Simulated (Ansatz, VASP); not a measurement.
**One calculation of HfMoSe4, two programs**

```
CELL_PARAMETERS angstrom
4.55208 0.00000 0.00000
0.00000 4.55208 0.00000
0.00000 0.00000 6.43258
ATOMIC_POSITIONS crystal
Hf 0.00000 0.00000 0.00000
Mo 0.50000 0.50000 0.50000
Se 0.50000 0.00000 0.74262
Se 0.00000 0.50000 0.25738
Se 0.50000 0.00000 0.25738
Se 0.00000 0.50000 0.74262
```

Change from the starting cell: species swapped into the GdYH4 type (P4/mmm, No. 123).

Alike in both runs: functional PBE; k mesh 8 × 8 × 6; occupations gaussian, width 0.1 eV; collinear spin.

Ansatz relaxed the structure, and its values are those at the end. VASP's run is a single point on that final structure, the one shown.

|  | VASP | Ansatz |
| --- | --- | --- |
| version | VASP 6.6.1 | Ansatz 0.2.0 |
| potentials or method | VASP PAW PBE potentials, release 64 (Hf_pv, Mo_sv, Se), cutoff 520 eV | scalar-relativistic, plane waves, PAW |
| valence electrons in the cell | 48 | 104 |

Ansatz gave:

```
gap on the k mesh at the Fermi level (eV)                     : none
pressure (GPa)                                                : 0.0
rms of the force components (eV/Å)                            : 0.000
net moment per atom (μB)                                      : 0.35
size of the moment on the site where the two differ most (μB) : 1.62
```

Question: Estimate VASP's values.

Answer: gap on the k mesh at the Fermi level (eV): none; pressure (GPa): -0.2; rms of the force components (eV/Å): 0.015; net moment per atom (μB): 0.34; size of the moment on the site where the two differ most (μB): 1.78.

Site moments also hang on the region over which each program counts them. A gap of «none» marks a metal or a gap that the smearing closes. VASP's potentials hold 48 valence electrons a cell and Ansatz's 104, so a difference there can come from the potentials and not from the codes.

Spin-orbit coupling is off throughout.
